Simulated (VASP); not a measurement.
# Al3CoNi2 in VASP: notebook

The runs below take Al3CoNi2 through single point, relaxation of cell and atoms, with PBE.

Program: VASP 6.6.1. These are calculated values, not measurements. Logs are shortened: lines on timing, memory, paths and dates and some standing lists are left out, and cuts for length are marked.

**1. The cell of the first run**

It takes space group P4/mmm (No. 123, tetragonal). The conventional cell has a = 2.852 Å, b = 2.852 Å, c = 8.810 Å, α = 90.00°, β = 90.00°, γ = 90.00°. Al (site symmetry 4mm) has 4 Co at 2.48 Å and 4 Ni at 2.50 Å and 6 Al at 2.85 to 2.96 Å within 3.3 Å. Within 3.3 Å of Al (site symmetry 4/mmm) lie 8 Ni at 2.51 Å and 6 Al at 2.85 to 2.96 Å. Within 3.3 Å of Co (site symmetry 4/mmm) lie 8 Al at 2.48 Å and 4 Co at 2.85 Å and 2 Ni at 2.92 Å. Within 3.3 Å of Ni (site symmetry 4mm) lie 8 Al at 2.50 to 2.51 Å and 5 Ni at 2.85 to 2.97 Å and 1 Co at 2.92 Å.

**2. Single point, PBE, collinear spin, ferromagnetic start**

File INCAR:

```
SYSTEM = Al3CoNi2
PREC = Accurate ; ENCUT = 520
EDIFF = 1E-6 ; ISMEAR = 0
SIGMA = 0.1 ; LREAL = .False.
LASPH = .True. ; NELM = 150
ALGO = Normal ; ISIF = 2
LWAVE = .False. ; LCHARG = .True.
ISPIN = 2 ; MAGMOM = 0 0 0 0.34 0 0
LORBIT = 11 ; LMAXMIX = 4
GGA = PE ; LELF = .True.
LVHAR = .True. ; NBANDS = 32
```

File KPOINTS:

```
regular mesh
0
Gamma
  14 14 4
  0 0 0
```

File POSCAR:

```
Al3CoNi2
1.0
    2.8524204267      0.0000000000      0.0000000000
    0.0000000000      2.8524204267      0.0000000000
    0.0000000000      0.0000000000      8.8099456171
Al Co Ni
3 1 2
Direct
    0.5000000000      0.5000000000      0.8362535394
    0.5000000000      0.5000000000      0.1637464606
    0.5000000000      0.5000000000      0.5000000000
    0.0000000000      0.0000000000      0.0000000000
    0.0000000000      0.0000000000      0.6687987723
    0.0000000000      0.0000000000      0.3312012277
```

Potentials or basis: VASP PAW PBE potentials, release 64 (Al, Co, Ni).

The run is started by

```bash
$ cat potpaw_PBE.64/Al/POTCAR potpaw_PBE.64/Co/POTCAR potpaw_PBE.64/Ni/POTCAR > POTCAR
$ mpirun -np 1 vasp_std > vasp.out
```

OUTCAR:

```text
SYSTEM = Al3CoNi2
   PREC = Accurate
   ENCUT = 520
   EDIFF = 1E-6
   ISMEAR = 0
   LREAL = .False.
   LASPH = .True.
   NELM = 150
   ISIF = 2
   ISPIN = 2
   LORBIT = 11
   GGA = PE

 ion  position               nearest neighbor table
   1  0.500  0.500  0.836-   4 2.48   4 2.48   4 2.48   4 2.48   5 2.50   5 2.50   5 2.50   5 2.50
                             2 2.89   3 2.96
   2  0.500  0.500  0.164-   4 2.48   4 2.48   4 2.48   4 2.48   6 2.50   6 2.50   6 2.50   6 2.50
                             1 2.89   3 2.96
   3  0.500  0.500  0.500-   5 2.51   6 2.51   5 2.51   6 2.51   5 2.51   6 2.51   5 2.51   6 2.51
                             1 2.96   2 2.96
   4  0.000  0.000  0.000-   1 2.48   2 2.48   1 2.48   2 2.48   1 2.48   2 2.48   1 2.48   2 2.48
                             5 2.92   6 2.92
   5  0.000  0.000  0.669-   1 2.50   1 2.50   1 2.50   1 2.50   3 2.51   3 2.51   3 2.51   3 2.51
                             4 2.92   6 2.97
   6  0.000  0.000  0.331-   2 2.50   2 2.50   2 2.50   2 2.50   3 2.51   3 2.51   3 2.51   3 2.51
                             4 2.92   5 2.97

  LATTYP: Found a simple tetragonal cell.
 ALAT       =     2.8524204267
 C/A-ratio  =     3.0885859373

  Lattice vectors:

 A1 = (   2.8524204267,   0.0000000000,   0.0000000000)
 A2 = (   0.0000000000,   2.8524204267,   0.0000000000)
 A3 = (   0.0000000000,   0.0000000000,   8.8099456171)

Analysis of symmetry for initial positions (statically):
=====================================================================
 Subroutine PRICEL returns:
 Original cell was already a primitive cell.

 Routine SETGRP: Setting up the symmetry group for a
 simple tetragonal supercell.

 Subroutine GETGRP returns: Found 16 space group operations
 (whereof 16 operations were pure point group operations)
 out of a pool of 16 trial point group operations.

The static configuration has the point symmetry D_4h.

Analysis of symmetry for dynamics (positions and initial velocities):
=====================================================================
 Subroutine PRICEL returns:
 Original cell was already a primitive cell.

 Routine SETGRP: Setting up the symmetry group for a
 simple tetragonal supercell.

 Subroutine GETGRP returns: Found 16 space group operations
 (whereof 16 operations were pure point group operations)
 out of a pool of 16 trial point group operations.

The dynamic configuration has the point symmetry D_4h.

Analysis of structural, dynamic, and magnetic symmetry:
=====================================================================
 Subroutine PRICEL returns:
 Original cell was already a primitive cell.

 Routine SETGRP: Setting up the symmetry group for a
 simple tetragonal supercell.

 Subroutine GETGRP returns: Found 16 space group operations
 (whereof 16 operations were pure point group operations)
 out of a pool of 16 trial point group operations.

The overall configuration has the point symmetry D_4h.

 Subroutine INISYM returns: Found 16 space group operations
 (whereof 16 operations are pure point group operations),
 and found     1 'primitive' translations

----------------------------------------------------------------------------------------

                                     Primitive cell

  volume of cell :      71.6804

  direct lattice vectors                    reciprocal lattice vectors
     2.852420427  0.000000000  0.000000000     0.350579455  0.000000000  0.000000000
     0.000000000  2.852420427  0.000000000     0.000000000  0.350579455  0.000000000
     0.000000000  0.000000000  8.809945617     0.000000000  0.000000000  0.113508079

  length of vectors
     2.852420427  2.852420427  8.809945617     0.350579455  0.350579455  0.113508079

  position of ions in fractional coordinates (direct lattice)
     0.500000000  0.500000000  0.836253539
     0.500000000  0.500000000  0.163746461
     0.500000000  0.500000000  0.500000000
     0.000000000  0.000000000  0.000000000
     0.000000000  0.000000000  0.668798772
     0.000000000  0.000000000  0.331201228

[... 60 lines left out ...]
      4       5.6751      1.00000
      5       5.6887      1.00000
      6       6.9313      1.00000
[... 740 lines left out ...]
 k-point    24 :       0.3571    0.2143    0.0000
  band No.  band energies     occupation
      1       2.1195      1.00000
      2       3.6694      1.00000
      3       3.6886      1.00000
      4       6.0098      1.00000
      5       6.5712      1.00000
      6       6.6279      1.00000
[... 23 lines left out ...]
     30      18.8268      0.00000
     31      20.2036      0.00000

 [... further k-points ...]

 spin component 2

 k-point     1 :       0.0000    0.0000    0.0000
  band No.  band energies     occupation
      1      -0.9748      1.00000
      2       0.9324      1.00000
      3       0.9651      1.00000
      4       5.6184      1.00000
      5       5.6349      1.00000
      6       6.9299      1.00000
[... 23 lines left out ...]
     30      18.3964      0.00000
     31      18.5847      0.00000

 k-point     2 :       0.0714    0.0000    0.0000
  band No.  band energies     occupation
      1      -0.8787      1.00000
      2       1.0213      1.00000
      3       1.0541      1.00000
      4       5.6750      1.00000
      5       5.6887      1.00000
      6       6.9313      1.00000
[... 740 lines left out ...]
 k-point    24 :       0.3571    0.2143    0.0000
  band No.  band energies     occupation
      1       2.1195      1.00000
      2       3.6694      1.00000
      3       3.6887      1.00000
      4       6.0097      1.00000
      5       6.5711      1.00000
      6       6.6278      1.00000
[... 23 lines left out ...]
     30      18.8267      0.00000
     31      20.2035      0.00000

 [... further k-points ...]

 [bands above 31 left out]

------------------------ aborting loop because EDIFF is reached ----------------------------------------

  FORCE on cell =-STRESS in cart. coord.  units (eV):
  Direction    XX          YY          ZZ          XY          YZ          ZX
  --------------------------------------------------------------------------------------
  -------------------------------------------------------------------------------------
  Total       -0.0047090     -0.0047090     -0.0612917      0.0000000      0.0000000     -0.0000000
  in kB       -0.1052538     -0.1052538     -1.3699733      0.0000000      0.0000000     -0.0000000
  external PRESSURE =      -0.5268270 kB  Pullay stress =       0.0000000 kB

 VOLUME and BASIS-vectors are now :
 -----------------------------------------------------------------------------
  energy-cutoff  :      520.00
  volume of cell :       71.68
      direct lattice vectors                 reciprocal lattice vectors
     2.852420427  0.000000000  0.000000000     0.350579455  0.000000000  0.000000000
     0.000000000  2.852420427  0.000000000     0.000000000  0.350579455  0.000000000
     0.000000000  0.000000000  8.809945617     0.000000000  0.000000000  0.113508079

 POSITION                                       TOTAL-FORCE (eV/Angst)
 -----------------------------------------------------------------------------------
      1.42621      1.42621      7.36735        -0.000000     -0.000000      0.010890
      1.42621      1.42621      1.44260         0.000000      0.000000     -0.010890
      1.42621      1.42621      4.40497        -0.000000     -0.000000      0.000000
      0.00000      0.00000      0.00000        -0.000000     -0.000000      0.000000
      0.00000      0.00000      5.89208         0.000000     -0.000000     -0.003089
      0.00000      0.00000      2.91786        -0.000000     -0.000000      0.003089
 -----------------------------------------------------------------------------------
    total drift:                                0.000000      0.000000      0.000000

  FREE ENERGIE OF THE ION-ELECTRON SYSTEM (eV)
  ---------------------------------------------------
  free  energy   TOTEN  =       -33.0276093748 eV

  energy  without entropy=      -33.0134648905  energy(sigma->0) =      -33.02053713

 total charge

# of ion       s       p       d       tot
------------------------------------------
    1        0.389   0.416   0.000   0.805
    2        0.389   0.416   0.000   0.805
    3        0.383   0.411   0.000   0.794
    4        0.432   0.495   7.498   8.425
    5        0.472   0.508   8.470   9.450
    6        0.472   0.508   8.470   9.450
--------------------------------------------------
tot          2.537   2.754  24.438  29.729

 magnetization (x)

# of ion       s       p       d       tot
------------------------------------------
    1        0.000   0.000   0.000   0.000
    2        0.000   0.000   0.000   0.000
    3        0.000   0.000   0.000   0.000
    4       -0.000   0.000  -0.001  -0.001
    5       -0.000   0.000   0.000   0.000
    6       -0.000   0.000   0.000   0.000
--------------------------------------------------
tot          0.000   0.000  -0.001  -0.001
```

It took 5.7 min on 1 thread of Intel Xeon Platinum 8488C (Sapphire Rapids), shared host; peak memory 0.49 GiB.

What came out:

```
Free energy                                           : -33.0276 eV
Pressure                                              : -0.1 GPa
Largest force                                         : 0.011 eV/Å
Band gap on the k mesh                                : zero (filled and empty bands overlap)
Net moment                                            : 0.00 μB per cell
Valence electrons inside the program's atomic spheres : Al 0.81, 0.79 (each value once); Co 8.43; Ni 9.45
```

Forces on the atoms (eV/Å):
```
Al   0.000  0.000  0.011
Al   0.000  0.000 -0.011
Al   0.000  0.000  0.000
Co   0.000  0.000  0.000
Ni   0.000  0.000 -0.003
Ni   0.000  0.000  0.003
```

Stress tensor (GPa, compression positive):
```
-0.01  0.00  0.00
 0.00 -0.01  0.00
 0.00  0.00 -0.14
```

**3. Single point, PBE**

This run uses another cell than the first one: it holds 12 atoms, not 6.

File INCAR:

```
SYSTEM = Al3CoNi2
ALGO = Fast ; EDIFF = 1E-6
ENCUT = 520 ; GGA = PE
ISIF = 2 ; ISMEAR = 0
LASPH = .True. ; LCHARG = .False.
LREAL = .False. ; LWAVE = .False.
NBANDS = 50 ; NELM = 80
PREC = Accurate ; SIGMA = 0.2
```

File KPOINTS:

```
k-points
0
Gamma
  8 4 4
  0 0 0
```

File POSCAR:

```
Al3CoNi2
1.0
    0.0001484869     -2.8589716926      0.0000242374
   -5.7273796692      0.0002555449      0.0000378712
   -0.0012043100      0.0004441374     -8.7604087542
Al Co Ni
6 2 4
Direct
    0.4999982563      0.7499846960      0.1636696276
    0.4999871338      0.2500185256      0.1636759802
    0.5000106976      0.7500147502      0.8363265320
    0.5000012552      0.2499865915      0.8363254975
    0.4999990416      0.7499963018      0.5000001864
    0.5000162322      0.2499833452      0.5000017563
    1.0000155233      0.4999972420     -0.0000147337
    0.9999886931      0.0000070805      0.0000116278
    1.0000022451      0.4999939330      0.3316912913
    0.9999721344     -0.0000126474      0.3316465675
    1.0000176159      0.5000172145      0.6683427191
    0.9999911715      0.0000129671      0.6683229479
```

Potentials or basis: VASP PAW PBE potentials, release 64 (Al, Co, Ni).

The run is started by

```bash
$ cat potpaw_PBE.64/Al/POTCAR potpaw_PBE.64/Co/POTCAR potpaw_PBE.64/Ni/POTCAR > POTCAR
$ mpirun -np 1 vasp_std > vasp.out
```

Run time: 23 min. Hardware: 1 thread of Intel Xeon 8259CL, shared host; peak memory 0.55 GiB.

It converged, with:

```yaml
Free_energy: -66.0758 eV
Pressure: 0.0 GPa
Largest_force: 0.004 eV/Å
Band_gap_on_the_k_mesh: zero (bands 38 and 39 overlap by 1.58 eV)
```

Forces on the atoms (eV/Å):
```
Al   0.000  0.000  0.003
Al   0.000  0.000  0.004
Al   0.000  0.000 -0.004
Al  -0.001  0.000 -0.003
Al   0.000  0.000  0.000
Al  -0.001  0.000  0.000
Co   0.000  0.000 -0.001
Co   0.000  0.000  0.000
Ni   0.000  0.000  0.003
Ni   0.000  0.000  0.001
Ni   0.001  0.000 -0.002
Ni   0.001  0.000 -0.002
```

Stress tensor (GPa, compression positive):
```
-0.02  0.01 -0.02
 0.01  0.09  0.01
-0.02  0.01  0.08
```

Levels at points of the mesh, in eV from the Fermi level:
```
           k point  band 35  band 36  band 37  band 38  band 39  band 40  band 41  band 42
(0.00, 0.00, 0.00)    -0.94    -0.71    -0.71    -0.62    -0.27     0.11     0.27     3.04
(0.50, 0.00, 0.00)    -0.70    -0.61    -0.16     0.12     0.72     0.72     0.81     0.81
(0.00, 0.50, 0.00)    -1.01    -1.01     0.13     0.13     0.50     0.50     1.18     1.18
(0.50, 0.50, 0.00)    -0.56    -0.56    -0.54    -0.54    -0.33    -0.33     0.23     0.23
(0.00, 0.00, 0.50)    -0.97    -0.85    -0.71    -0.59    -0.45     0.06     1.74     2.33
(0.50, 0.00, 0.50)    -0.78    -0.78    -0.69    -0.58    -0.16     0.07     1.72     1.76
(0.00, 0.50, 0.50)    -1.04    -1.04    -0.46    -0.46     1.29     1.30     1.61     1.61
(0.50, 0.50, 0.50)    -0.53    -0.53    -0.12    -0.12    -0.09    -0.09     0.07     0.07
```

Caveat: the run has no spin polarisation, though such a crystal can be magnetic.

**4. Relaxation of cell and atoms, PBE, collinear spin, ferrimagnetic start**

This run uses another cell than the first one, of 12.90 Å³/atom.

File INCAR:

```
SYSTEM = Al3CoNi2
ALGO = Fast
EDIFF = 1E-7
EDIFFG = -0.04
ENCUT = 600
GGA = PE
IBRION = 2
ISIF = 3
ISMEAR = 0
ISPIN = 2
LASPH = .True.
LCHARG = .False.
LMAXMIX = 4
LORBIT = 11
LREAL = .False.
LWAVE = .False.
MAGMOM = 0 0 0 3 -2 2
NELM = 150
NSW = 90
PREC = Accurate
SIGMA = 0.1
```

File KPOINTS:

```
k-points
0
Gamma
  6 6 2
  0 0 0
```

File POSCAR:

```
Al3CoNi2
1.0
    2.9551298100      0.0000000000      0.0000000000
    0.0000000000      2.9551298100      0.0000000000
    0.0000000000      0.0000000000      8.8653894400
Al Co Ni
3 1 2
Direct
    0.5000000000      0.5000000000      0.8333333300
    0.5000000000      0.5000000000      0.1666666700
    0.5000000000      0.5000000000      0.5000000000
    0.0000000000      0.0000000000      0.0000000000
    0.0000000000      0.0000000000      0.6666666700
    0.0000000000      0.0000000000      0.3333333300
```

The run is started by

```bash
$ cat potpaw_PBE.64/Al/POTCAR potpaw_PBE.64/Co/POTCAR potpaw_PBE.64/Ni/POTCAR > POTCAR
$ mpirun -np 1 vasp_std > vasp.out
```

Run time: 21 min. Hardware: 1 thread of Intel Xeon 8259CL, shared host; peak memory 0.29 GiB.

Results (log left out):

* Free energy: -33.0044 eV
* Relaxed volume: 11.97 Å³/atom
* Relaxed cell: a = 2.848 Å, b = 2.848 Å, c = 8.853 Å, α = 90.00°, β = 90.00°, γ = 90.00°
* Space group after relaxing (to 0.1 Å): P4/mmm (No. 123)
* Energy gained by relaxing: 37.5 meV/atom
* Ionic steps: 14
* Pressure after relaxing: -0.2 GPa
* Largest force after relaxing: 0.013 eV/Å
* Net moment: -0.26 μB per cell
* Site moments: Al +0.00; Co -0.31; Ni +0.01 μB
* Valence electrons inside the program's atomic spheres: Al 0.81, 0.79 (each value once); Co 8.44; Ni 9.44

Forces on the atoms (eV/Å):
```
Al   0.000  0.000 -0.013
Al   0.000  0.000  0.013
Al   0.000  0.000  0.000
Co   0.000  0.000  0.000
Ni   0.000  0.000  0.000
Ni   0.000  0.000  0.000
```

The path:
```csv
step,energy change (eV),largest force (eV/Å),pressure (GPa),volume (Å³)
1,0.0000,0.3345,-10.56,77.42
2,-0.1180,0.1787,8.98,68.27
3,-0.2072,0.2590,0.12,71.67
4,-0.2072,0.2568,0.38,71.56
5,-0.2131,0.1257,0.34,71.58
6,-0.2159,0.1038,0.36,71.59
7,-0.2184,0.0900,-0.40,71.92
8,-0.2193,0.0712,-1.34,72.34
9,-0.2201,0.0627,-1.34,72.34
10,-0.2219,0.0356,-1.33,72.34
11,-0.2220,0.0436,-1.31,72.33
12,-0.2227,0.0057,-1.34,72.33
13,-0.2241,0.0087,-0.86,72.12
14,-0.2252,0.0133,-0.16,71.80
```

Final structure:
```
CELL_PARAMETERS angstrom
2.84789 0.00000 0.00000
0.00000 2.84789 0.00000
0.00000 0.00000 8.85317
ATOMIC_POSITIONS crystal
Al 0.50000 0.50000 0.83807
Al 0.50000 0.50000 0.16193
Al 0.50000 0.50000 0.50000
Co 0.00000 0.00000 0.00000
Ni 0.00000 0.00000 0.67011
Ni 0.00000 0.00000 0.32989
```

Levels at points of the mesh, in eV from the Fermi level:
Spin up:
| k point | band 15 | band 16 | band 17 | band 18 | band 19 | band 20 | band 21 | band 22 | band 23 | band 24 |
| --- | --- | --- | --- | --- | --- | --- | --- | --- | --- | --- |
| (0.00, 0.00, 0.00) | -1.45 | -0.98 | -0.98 | -0.59 | -0.47 | 0.32 | 4.79 | 6.03 | 6.03 | 8.30 |
| (0.50, 0.00, 0.00) | -1.87 | -1.69 | -1.42 | -0.83 | -0.75 | -0.64 | 0.41 | 2.85 | 3.29 | 3.40 |
| (0.50, 0.50, 0.00) | -1.00 | -0.99 | 0.20 | 0.69 | 0.69 | 0.83 | 0.83 | 1.76 | 2.02 | 2.47 |
| (0.00, 0.00, 0.50) | -1.46 | -1.02 | -1.02 | -0.59 | -0.51 | 2.11 | 2.14 | 6.65 | 6.65 | 6.67 |
| (0.50, 0.00, 0.50) | -1.91 | -1.64 | -1.42 | -0.87 | -0.85 | -0.61 | 0.32 | 1.75 | 2.62 | 5.96 |
| (0.50, 0.50, 0.50) | -0.99 | -0.75 | -0.75 | -0.64 | 0.20 | 1.75 | 2.12 | 2.17 | 2.17 | 2.37 |
Spin down:
```tsv
k point	band 15	band 16	band 17	band 18	band 19	band 20	band 21	band 22	band 23	band 24
(0.00, 0.00, 0.00)	-1.45	-1.16	-1.16	-0.76	-0.45	0.09	4.81	6.04	6.04	8.09
(0.50, 0.00, 0.00)	-1.86	-1.70	-1.57	-1.02	-0.74	-0.65	-0.09	2.86	3.29	3.30
(0.50, 0.50, 0.00)	-0.99	-0.99	-0.44	0.71	0.71	0.78	0.78	1.76	2.03	2.31
(0.00, 0.00, 0.50)	-1.45	-1.20	-1.20	-0.76	-0.63	2.01	2.16	6.64	6.64	6.69
(0.50, 0.00, 0.50)	-1.91	-1.63	-1.57	-1.05	-0.92	-0.60	-0.12	1.62	2.58	5.98
(0.50, 0.50, 0.50)	-0.99	-0.82	-0.82	-0.80	-0.44	1.76	2.13	2.17	2.17	2.22
```

**5. Overview**

```csv
task,spin,cell,k mesh,cutoff (eV),smearing,gap on the mesh (eV),pressure (GPa),moment (μB),largest force (eV/Å)
single point,"collinear, ferromagnetic start","a = 2.852, b = 2.852, c = 8.810 Å, 6 atoms, atomic positions A",14 × 14 × 4,520,gaussian 0.1 eV,none,-0.1,0.00,0.01
single point,off,"a = 2.859, b = 5.727, c = 8.760 Å, 12 atoms, atomic positions B",8 × 4 × 4,520,gaussian 0.2 eV,none,0.0,-,-
relaxation of cell and atoms,"collinear, ferrimagnetic start","relaxed from a = 2.955, b = 2.955, c = 8.865 Å, 6 atoms, atomic positions C",6 × 6 × 2,600,gaussian 0.1 eV,none,-0.2,0.26,0.01
```

Alike in all rows: level PBE; potentials or basis VASP PAW PBE potentials, release 64 (Al, Co, Ni).

Total energies depend on the potentials used, so only differences within one code and one set of settings carry meaning.
